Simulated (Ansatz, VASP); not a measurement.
## One calculation of SrO, two programs

File INCAR:

```
SYSTEM = SrO
PREC = Accurate
ENCUT = 520
EDIFF = 1E-6
ISMEAR = 0
SIGMA = 0.01
LREAL = .FALSE.
LASPH = .TRUE.
NELM = 150
ALGO = Normal
ISIF = 2
LWAVE = .FALSE.
LCHARG = .FALSE.
MAGMOM = 0 0 0 0 0 0
LORBIT = 11
LSORBIT = .TRUE.
GGA_COMPAT = .FALSE.
LORBMOM = .TRUE.
GGA = PE
NBANDS = 28
```

The input KPOINTS:

```
regular mesh
0
G
  8 8 8
  0 0 0
```

The input POSCAR:

```
SrO
1.0
    0.0000000000      2.7922805169      2.7922805169
    2.7922805169      0.0000000000      2.7922805169
    2.7922805169      2.7922805169      0.0000000000
Sr O
1 1
Direct
    0.0000000000      0.0000000000      0.0000000000
    0.2500000000      0.2500000000      0.2500000000
```

Input for Ansatz:

```yaml
crystal:
  lattice:
    - [0.0, 2.7922805169, 2.7922805169]
    - [2.7922805169, 0.0, 2.7922805169]
    - [2.7922805169, 2.7922805169, 0.0]
  atoms:
    - { symbol: Sr, position: [0.0, 0.0, 0.0] }
    - { symbol: O, position: [0.25, 0.25, 0.25] }
kpoints:
  mp_grid: { grid: [8, 8, 8] }
hamiltonian:
  xc: pbe
scf:
  occupations: { method: fixed }
magnetization:
  noncollinear: true
  spin_orbit: true
output:
  optics: { e_range: [0, 15], de: 0.05, sigma: 0.1 }
```

Alike in both runs: task single point; functional PBE; k mesh 8 × 8 × 8; non-collinear spin, spin-orbit coupling.

```csv
,VASP,Ansatz
version,VASP 6.6.1,Ansatz 0.2.0
potentials or method,"VASP PAW PBE potentials, release 64 (Sr_sv, O)","plane waves, PAW"
plane-wave cutoff (eV),520,420
occupations,"gaussian, width 0.01 eV",fixed
valence electrons in the cell,16,16
```

|  | VASP | Ansatz | Ansatz less VASP |
| --- | --- | --- | --- |
| net moment per atom (μB) | 0.00 | 0.00 | 0.000 |

Ansatz's warnings: optics gap not shown off mesh.
